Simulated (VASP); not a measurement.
Input of a VASP 6.6.1 run:

Contents of POSCAR:

```
MgScF3
1.0
    4.0061110778      0.0000000000      0.0000000000
    0.0000000000      4.0061110778      0.0000000000
    0.0000000000      0.0000000000      4.0061110778
Sc Mg F
1 1 3
Direct
    0.5000000000      0.5000000000      0.5000000000
    0.0000000000      0.0000000000      0.0000000000
    0.5000000000      0.0000000000      0.0000000000
    0.0000000000      0.5000000000      0.0000000000
    0.0000000000      0.0000000000      0.5000000000
```

INCAR.step1

```
SYSTEM = MgScF3
  PREC = Accurate
  ENCUT = 750
  ISMEAR = -1
  SIGMA = 0.1
  LREAL = .False.
  LASPH = .True.
  NELM = 200
  LMAXMIX = 4
  LDAU = .True.
  LDAUTYPE = 2
  LDAUL = 2 -1 -1
  LDAUU = 3 0 0
  LDAUJ = 0 0 0
  NBANDS = 29
  GGA = PE
  ALGO = Normal
  EDIFF = 1E-5
  LWAVE = .True.
  LCHARG = .False.
  GGA_COMPAT = .False.
```

Contents of INCAR.step2:

```
SYSTEM = MgScF3
  PREC = Accurate
  ENCUT = 750
  EDIFF = 1E-6
  ISMEAR = -1
  SIGMA = 0.1
  LREAL = .False.
  LASPH = .True.
  NELM = 200
  ALGO = Normal
  ISIF = 2
  LWAVE = .False.
  LCHARG = .False.
  LMAXMIX = 4
  LDAU = .True.
  LDAUTYPE = 2
  LDAUL = 2 -1 -1
  LDAUU = 3 0 0
  LDAUJ = 0 0 0
  LDAUPRINT = 1
  METAGGA = R2SCAN
  LMIXTAU = .True.
  NBANDS = 29
  ISTART = 1
  GGA_COMPAT = .False.
```

File KPOINTS:

```
Automatic mesh
0
Gamma
  5 5 5
  0 0 0
```

Potentials or basis: VASP PAW PBE potentials, release 64 (Sc_sv, Mg_sv, F).

The run is started by

```bash
$ cat potpaw_PBE.64/Sc_sv/POTCAR potpaw_PBE.64/Mg_sv/POTCAR potpaw_PBE.64/F/POTCAR > POTCAR
$ cp INCAR.step1 INCAR
$ mpirun -np 1 vasp_std > vasp.out
$ cp INCAR.step2 INCAR
$ mpirun -np 1 vasp_std > vasp.out
```

(1) Predict the pressure.

(2) What does it give for the band gap on the k mesh?

Answers

(1) -0.4 GPa.

(2) zero (bands 21 and 22 overlap by 1.52 eV).

Caveat: the PAW data sets were made with another functional, which shifts forces and pressure a little; U without spin polarisation on a metal has little footing.
